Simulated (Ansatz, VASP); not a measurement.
**Two plane-wave programs on Ni**

```
Ni
1.0
    -1.41364    1.41364    1.41364
     1.41364   -1.41364    1.41364
     1.41364    1.41364   -1.41364
Ni
1
Direct
  0.00000 0.00000 0.00000
```

Alike in both runs: task single point; functional PBEsol; k mesh 18 × 18 × 18; occupations fermi-dirac, width 0.05 eV; collinear spin.

|  | VASP | Ansatz |
| --- | --- | --- |
| version | VASP 6.6.1 | Ansatz 0.2.0 |
| potentials or method | VASP PAW PBE potentials, release 64 (Ni), cutoff 600 eV | plane waves (420 eV) with PAW, scalar-relativistic |
| valence electrons in the cell | 10 | 18 |

|  | VASP | Ansatz | Ansatz less VASP |
| --- | --- | --- | --- |
| pressure (GPa) | -14.1 | -14.1 | -0.03 |
| net moment per atom (μB) | 0.57 | 0.58 | +0.007 |
| size of the moment on the site where the two differ most (μB) | 0.58 | 0.61 | +0.029 |

VASP's potentials were made for PBE, not for PBEsol, and Ansatz warns of the same on its side. Site moments also hang on the region over which each program counts them. The functional is the same, so the differences come from potentials, cutoffs and numerics. VASP's potentials hold 10 valence electrons a cell and Ansatz's 18, so a difference there can come from the potentials and not from the codes.
